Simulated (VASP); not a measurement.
Runs of VASP 6.6.1 on NaSrI3. The structure is that of space group Pm-3m (No. 221), or close to it. The cells are those of the table. 

| level | cell | smearing | gap on the mesh (eV) | pressure (GPa) |
| --- | --- | --- | --- | --- |
| PBE | a = 6.526, b = 6.526, c = 6.368 Å, 5 atoms | fermi-dirac 0.02 eV | 2.37 | -0.3 |
| r2SCAN | a = 6.494 Å, 5 atoms | gaussian 0.01 eV | 3.10 | (b) |
| PBE | a = 6.494 Å, 5 atoms | fermi-dirac 0.02 eV | 2.38 | -0.4 |
| PBE | a = 6.398 Å, 5 atoms | fermi-dirac 0.02 eV | (a) | 0.2 |
| r2SCAN | a = 6.398 Å, 5 atoms | gaussian 0.01 eV | 3.10 | 0.0 |
| PBE | a = 6.558, b = 6.558, c = 6.361 Å, 5 atoms | fermi-dirac 0.02 eV | 2.37 | -0.3 |

Alike in all rows: task single point; potentials or basis VASP PAW PBE potentials, release 64 (Na_pv, Sr_sv, I); no spin polarisation; k mesh 4 × 4 × 4; cutoff (eV) 520.

Question: Estimate the missing entries.

Answer: (a) 2.39; (b) -0.5.

Caveats: spin-orbit coupling is left out, which moves the levels of the heavy elements; the PAW data sets were made with another functional, which shifts forces and pressure a little (some runs).

A k mesh can miss the band edges, and the runs leave out spin-orbit coupling on I, Sr.
